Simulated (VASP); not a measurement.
# MgS (P6_3mc) in VASP: further runs

Aim: see how the results for MgS move with the level of theory and the settings. Levels: PBEsol, PBEsol+D3(BJ), BLYP+D3(BJ). Tasks: single point, relaxation of cell and atoms.

Everything below comes from runs of VASP 6.6.1. Logs are shortened: lines on timing, memory, paths and dates and some standing lists are left out, and cuts for length are marked.

## (1) The cell of the first run

Symmetry: P6_3mc, No. 186, hexagonal system. The conventional cell has a = 4.030 Å, b = 4.030 Å, c = 6.414 Å, α = 90.00°, β = 90.00°, γ = 120.00°. Within 3.2 Å of Mg (site symmetry 3m) lie 4 S at 2.45 Å. S (site symmetry 3m) has 4 Mg at 2.45 Å within 3.2 Å.

## (2) Single point, PBEsol

INCAR

```
SYSTEM = MgS
PREC = Accurate ; ENCUT = 520
EDIFF = 1E-7 ; ISMEAR = 0
SIGMA = 0.01 ; LREAL = .FALSE.
LASPH = .TRUE. ; NELM = 100
ALGO = Normal ; ISIF = 2
LWAVE = .FALSE. ; LCHARG = .FALSE.
GGA = PS ; NBANDS = 16
```

KPOINTS

```
regular mesh
0
G
  5 5 3
  0 0 0
```

POSCAR

```
MgS
1.0
    4.0295558452      0.0000000000      0.0000000000
   -2.0147779226      3.4896977280      0.0000000000
    0.0000000000      0.0000000000      6.4135874598
Mg S
2 2
Direct
    0.6666666667      0.3333333333      0.4962068780
    0.3333333333      0.6666666667      0.9962068780
    0.3333333333      0.6666666667      0.3787831220
    0.6666666667      0.3333333333      0.8787831220
```

Potentials or basis: VASP PAW PBE potentials, release 64 (Mg, S).

The run is started by

```console
cat potpaw_PBE.64/Mg/POTCAR potpaw_PBE.64/S/POTCAR > POTCAR
mpirun -np 1 vasp_std > vasp.out
```

OUTCAR:

```text
SYSTEM = MgS
   PREC = Accurate
   ENCUT = 520
   EDIFF = 1E-7
   ISMEAR = 0
   LREAL = .FALSE.
   LASPH = .TRUE.
   NELM = 100
   ISIF = 2
   GGA = PS

 ion  position               nearest neighbor table
   1  0.667  0.333  0.496-   3 2.45   3 2.45   3 2.45   4 2.45
   2  0.333  0.667  0.996-   4 2.45   4 2.45   4 2.45   3 2.45
   3  0.333  0.667  0.379-   1 2.45   1 2.45   1 2.45   2 2.45
   4  0.667  0.333  0.879-   2 2.45   2 2.45   2 2.45   1 2.45

  LATTYP: Found a hexagonal cell.
 ALAT       =     4.0295558452
 C/A-ratio  =     1.5916363257

  Lattice vectors:

 A1 = (   4.0295558452,   0.0000000000,   0.0000000000)
 A2 = (  -2.0147779226,   3.4896977280,   0.0000000000)
 A3 = (   0.0000000000,   0.0000000000,   6.4135874598)

Analysis of symmetry for initial positions (statically):
=====================================================================
 Subroutine PRICEL returns:
 Original cell was already a primitive cell.

 Routine SETGRP: Setting up the symmetry group for a
 hexagonal supercell.

 Subroutine GETGRP returns: Found 12 space group operations
 (whereof  6 operations were pure point group operations)
 out of a pool of 24 trial point group operations.

The static configuration has the point symmetry C_3v.
 The point group associated with its full space group is C_6v.

Analysis of symmetry for dynamics (positions and initial velocities):
=====================================================================
 Subroutine PRICEL returns:
 Original cell was already a primitive cell.

 Routine SETGRP: Setting up the symmetry group for a
 hexagonal supercell.

 Subroutine GETGRP returns: Found 12 space group operations
 (whereof  6 operations were pure point group operations)
 out of a pool of 24 trial point group operations.

The dynamic configuration has the point symmetry C_3v.
 The point group associated with its full space group is C_6v.

 Subroutine INISYM returns: Found 12 space group operations
 (whereof  6 operations are pure point group operations),
 and found     1 'primitive' translations

----------------------------------------------------------------------------------------

                                     Primitive cell

  volume of cell :      90.1874

  direct lattice vectors                    reciprocal lattice vectors
     4.029555845  0.000000000  0.000000000     0.248166309  0.143278885  0.000000000
    -2.014777923  3.489697728  0.000000000     0.000000000  0.286557770  0.000000000
     0.000000000  0.000000000  6.413587460     0.000000000  0.000000000  0.155918978

  length of vectors
     4.029555845  4.029555845  6.413587460     0.286557770  0.286557770  0.155918978

  position of ions in fractional coordinates (direct lattice)
     0.666666667  0.333333333  0.496206878
     0.333333333  0.666666667  0.996206878
     0.333333333  0.666666667  0.378783122
     0.666666667  0.333333333  0.878783122

  ion indices of the primitive-cell ions
   primitive index   ion index
                 1           1
                 2           2
                 3           3
                 4           4

----------------------------------------------------------------------------------------

 KPOINTS: regular mesh

Automatic generation of k-mesh.
 Grid dimensions read from file:
 generate k-points for:    5    5    3

 Generating k-lattice:

  Cartesian coordinates                     Fractional coordinates (reciprocal lattice)
     0.049633262  0.028655777  0.000000000     0.200000000  0.000000000  0.000000000
     0.000000000  0.057311554  0.000000000     0.000000000  0.200000000  0.000000000
     0.000000000  0.000000000  0.051972993     0.000000000  0.000000000  0.333333333

  Length of vectors
     0.057311554  0.057311554  0.051972993

  Shift w.r.t. Gamma in fractional coordinates (k-lattice)
     0.000000000  0.000000000  0.000000000

 Subroutine IBZKPT returns following result:
 ===========================================

 Found     10 irreducible k-points:

 Following reciprocal coordinates:
            Coordinates               Weight
  0.000000  0.000000  0.000000      1.000000
  0.200000 -0.000000  0.000000      6.000000
  0.400000 -0.000000  0.000000      6.000000
  0.200000  0.200000  0.000000      6.000000
  0.400000  0.200000  0.000000      6.000000
  0.000000  0.000000  0.333333      2.000000
  0.200000 -0.000000  0.333333     12.000000
  0.400000 -0.000000  0.333333     12.000000
  0.200000  0.200000  0.333333     12.000000
  0.400000  0.200000  0.333333     12.000000
   k-points           NKPTS =     10   k-points in BZ     NKDIM =     10   number of bands    NBANDS=     16
   number of dos      NEDOS =    301   number of ions     NIONS =      4
   total plane-waves  NPLWV =  43200
   dimension x,y,z NGX =    30 NGY =   30 NGZ =   48
   dimension x,y,z NGXF=    60 NGYF=   60 NGZF=   96
   ions per type =               2   2
   NGX,Y,Z   is equivalent  to a cutoff of  12.38, 12.38, 12.44 a.u.
   NGXF,Y,Z  is equivalent  to a cutoff of  24.75, 24.75, 24.88 a.u.
 SYSTEM =  MgS
   PREC   = accura    normal or accurate (medium, high low for compatibility)
   ISTART =      0    job   : 0-new  1-cont  2-samecut
   ICHARG =      2    charge: 1-file 2-atom 10-const
   ISPIN  =      1    spin polarized calculation?
   LNONCOLLINEAR =      F non collinear calculations
   LSORBIT =      F    spin-orbit coupling
   LASPH  =      T    aspherical Exc in radial PAW
   ENCUT  =  520.0 eV  38.22 Ry    6.18 a.u.   7.49  7.49 11.93*2*pi/ulx,y,z
   NELM   =    100;   NELMIN=  2; NELMDL= -5     # of ELM steps
   EDIFF  = 0.1E-06   stopping-criterion for ELM
   LREAL  =      F    real-space projection
   EDIFFG = 0.1E-05   stopping-criterion for IOM
   NSW    =      0    number of steps for IOM
   IBRION =     -1    ionic relax: 0-MD 1-quasi-New 2-CG
   NFREE  =      0    steps in history (QN), initial steepest desc. (CG)
   ISIF   =      2    stress and relaxation
   ISYM   =      2    0-nonsym 1-usesym 2-fastsym
   POTIM  = 0.5000    time-step for ionic-motion
   TEBEG  =    0.0;   TEEND  =   0.0 temperature during run
   PSTRESS=    0.0 pullay stress
   NELECT =      16.0000    total number of electrons
   NUPDOWN=      -1.0000    fix difference up-down
   EMIN   =  10.00;   EMAX   =-10.00  energy-range for DOS
   EFERMI =   0.00;   METHOD = LEGACY
   ISMEAR =     0;   SIGMA  =   0.01  broadening in eV -4-tet -1-fermi 0-gaus
   EFERMI_NEDOS =   21; number of points for ismear=-14 and -15
   IALGO  =     38    algorithm
   IMIX   =      4    mixing-type and parameters
     AMIX     =   0.40;   BMIX     =  1.00
     AMIX_MAG =   1.60;   BMIX_MAG =  1.00
  volume/ion in A,a.u.               =      22.55       152.15
  Fermi-wavevector in a.u.,A,eV,Ry     =   0.919883  1.738328 11.513054  0.846186
  Thomas-Fermi vector in A             =   2.045127
   LORBIT       =      0    0 simple, 1 ext, 2 COOP (PROOUT), +10 PAW based schemes
   GGA     = PS    functional components
   LHFCALC =     F    Hartree Fock is set to
   AEXX    =    0.0000 exact exchange contribution
   IVDW    =     0    specifies the selected vdW correction
   LEPSILON=     F    determine dielectric tensor
   LRPA    =     F    only Hartree local field effects (RPA)
 non-spin polarized calculation
 Gauss-broadening in eV      SIGMA  =   0.01
  energy-cutoff  :      520.00
  volume of cell :       90.19
 maximum number of plane-waves:      2447
 NGX is ok and might be reduce to    30
   NGX = 15   NGY = 15   NGZ = 23

 number of electron      16.0000003 magnetization

 Free energy of the ion-electron system (eV)
  ---------------------------------------------------
  ext. energy  EPLUGINS =         0.00000000
  ---------------------------------------------------
  free energy    TOTEN  =       -17.86954544 eV

  energy without entropy =      -17.86954544  energy(sigma->0) =      -17.86954544

 E-fermi :   1.2419     XC(G=0):  -8.5900

 val. band max:        1.1681180051   @ k =   0.0000   0.0000   0.0000
 cond. band min:       4.4694516302   @ k =   0.0000   0.0000   0.0000
 fundamental gap:      3.3013336251
 Fermi energy:         1.2419469437

 k-point     1 :       0.0000    0.0000    0.0000
  band No.  band energies     occupation
      1     -10.2591      2.00000
      2      -9.5036      2.00000
      3      -2.1290      2.00000
      4       0.5825      2.00000
      5       0.5825      2.00000
      6       1.0127      2.00000
[... 8 lines left out ...]
     15       9.6065      0.00000
     16      10.1655      0.00000

 k-point     2 :       0.2000   -0.0000    0.0000
  band No.  band energies     occupation
      1     -10.0677      2.00000
      2      -9.4158      2.00000
      3      -1.8210      2.00000
      4      -0.4523      2.00000
      5      -0.0276      2.00000
      6       0.3012      2.00000
[... 8 lines left out ...]
     15       9.8014      0.00000
     16       9.8351      0.00000

 k-point     3 :       0.4000   -0.0000    0.0000
  band No.  band energies     occupation
      1      -9.6711      2.00000
      2      -9.3178      2.00000
      3      -1.7292      2.00000
      4      -1.1752      2.00000
      5      -0.9760      2.00000
      6      -0.0500      2.00000
[... 8 lines left out ...]
     15      10.0432      0.00000
     16      11.8903      0.00000

 k-point     4 :       0.2000    0.2000    0.0000
  band No.  band energies     occupation
      1      -9.7655      2.00000
      2      -9.3238      2.00000
      3      -1.3304      2.00000
      4      -1.1275      2.00000
      5      -0.9848      2.00000
      6      -0.1608      2.00000
[... 8 lines left out ...]
     15       9.9636      0.00000
     16      10.7287      0.00000
[... 58 lines left out ...]
 k-point     8 :       0.4000   -0.0000    0.3333
  band No.  band energies     occupation
      1      -9.5838      2.00000
      2      -9.4070      2.00000
      3      -1.9264      2.00000
      4      -1.6367      2.00000
      5      -0.1823      2.00000
      6       0.1191      2.00000
[... 8 lines left out ...]
     15      10.4903      0.00000
     16      11.2693      0.00000

 k-point     9 :       0.2000    0.2000    0.3333
  band No.  band energies     occupation
      1      -9.6597      2.00000
      2      -9.4390      2.00000
      3      -1.6088      2.00000
      4      -1.3670      2.00000
      5      -0.2247      2.00000
      6      -0.1549      2.00000
[... 8 lines left out ...]
     15       9.3834      0.00000
     16      10.5990      0.00000

 k-point    10 :       0.4000    0.2000    0.3333
  band No.  band energies     occupation
      1      -9.4496      2.00000
      2      -9.3693      2.00000
      3      -1.8437      2.00000
      4      -1.6486      2.00000
      5      -0.7472      2.00000
      6      -0.2577      2.00000
[... 8 lines left out ...]
     15      10.5672      0.00000
     16      11.2250      0.00000

------------------------ aborting loop because EDIFF is reached ----------------------------------------

  FORCE on cell =-STRESS in cart. coord.  units (eV):
  Direction    XX          YY          ZZ          XY          YZ          ZX
  --------------------------------------------------------------------------------------
  -------------------------------------------------------------------------------------
  Total       -0.0498281     -0.0498281     -0.0383081      0.0000000      0.0000000      0.0000000
  in kB       -0.8851958     -0.8851958     -0.6805419      0.0000000      0.0000000      0.0000000
  external PRESSURE =      -0.8169778 kB  Pullay stress =       0.0000000 kB

 VOLUME and BASIS-vectors are now :
 -----------------------------------------------------------------------------
  energy-cutoff  :      520.00
  volume of cell :       90.19
      direct lattice vectors                 reciprocal lattice vectors
     4.029555845  0.000000000  0.000000000     0.248166309  0.143278885  0.000000000
    -2.014777923  3.489697728  0.000000000     0.000000000  0.286557770  0.000000000
     0.000000000  0.000000000  6.413587460     0.000000000  0.000000000  0.155918978

 POSITION                                       TOTAL-FORCE (eV/Angst)
 -----------------------------------------------------------------------------------
      2.01478      1.16323      3.18247         0.000000     -0.000000      0.002517
     -0.00000      2.32647      6.38926         0.000000      0.000000      0.002517
     -0.00000      2.32647      2.42936        -0.000000      0.000000     -0.002517
      2.01478      1.16323      5.63615         0.000000     -0.000000     -0.002517
 -----------------------------------------------------------------------------------
    total drift:                               -0.000000      0.000000      0.000209

  FREE ENERGIE OF THE ION-ELECTRON SYSTEM (eV)
  ---------------------------------------------------
  free  energy   TOTEN  =       -17.8695454410 eV

  energy  without entropy=      -17.8695454410  energy(sigma->0) =      -17.86954544
```

Wall time 18 s (1 thread of Intel Xeon 6975P-C, shared host); peak memory 0.2 GiB.

What came out:

```yaml
Free_energy: -17.8695 eV
Pressure: -0.1 GPa
Band_gap_on_the_k_mesh: 3.30 eV, direct
```

Forces in eV/Å, atoms in the order of the input:
```
Mg   0.000  0.000  0.003
Mg   0.000  0.000  0.003
S    0.000  0.000 -0.003
S    0.000  0.000 -0.003
```

Caveat: the PAW data sets were made with another functional, which shifts forces and pressure a little.

[end of part 1 of 3]
